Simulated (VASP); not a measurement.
Wanted: the native input for a VASP 6.6.1 run.

| Quantity | Value |
| --- | --- |
| Task | single point |
| Functional | PBE |
| Potentials or basis | VASP PAW PBE potentials, release 64 (Al, Ga_d, Ir) |
| Cutoff | 520 eV |
| k mesh | 8 × 8 × 8 |
| Occupations | gaussian, width 0.1 eV |
| Spin | no spin polarisation |
| Dipole correction | no |
| Further INCAR settings | ALGO = Normal; EDIFF = 1e-06; NBANDS = 24 |

The structure of Al3GaIr lies in POSCAR:

```
Al3GaIr
1.0
    4.7688357435      0.0000000000      0.0000000000
    0.0000000000      4.7688357435      0.0000000000
    0.0000000000      0.0000000000      4.7688357435
Al Ga Ir
3 1 1
Direct
    0.5000000000      0.0000000000      0.5000000000
    0.0000000000      0.5000000000      0.5000000000
    0.5000000000      0.5000000000      0.0000000000
    0.0000000000      0.0000000000      0.0000000000
    0.5000000000      0.5000000000      0.5000000000
```

The cell was generated, and may not be a known phase.

The input as run:

INCAR

```
SYSTEM = Al3GaIr
  PREC = Accurate
  ENCUT = 520
  EDIFF = 1E-6
  ISMEAR = 0
  SIGMA = 0.1
  LREAL = .False.
  LASPH = .True.
  NELM = 100
  ALGO = Normal
  ISIF = 2
  LWAVE = .False.
  LCHARG = .False.
  GGA = PE
  NBANDS = 24
```

KPOINTS

```
regular mesh
0
Gamma
  8 8 8
  0 0 0
```

Potentials or basis: VASP PAW PBE potentials, release 64 (Al, Ga_d, Ir).

Command:

```sh
$ cat potpaw_PBE.64/Al/POTCAR potpaw_PBE.64/Ga_d/POTCAR potpaw_PBE.64/Ir/POTCAR > POTCAR
$ mpirun -np 1 vasp_std > vasp.out
```

Results of the run:

```json
{
 "Pressure": "0.0 GPa",
 "Band gap on the k mesh": "zero (an odd number of electrons rules out a gap without spin polarisation)"
}
```

Caveat: spin-orbit coupling is left out, which moves the levels of the heavy elements.

Wall time 45 s on 1 thread of Intel(R) Xeon(R) Platinum 8488C (Sapphire Rapids) (shared host), peak memory 0.26 GiB.
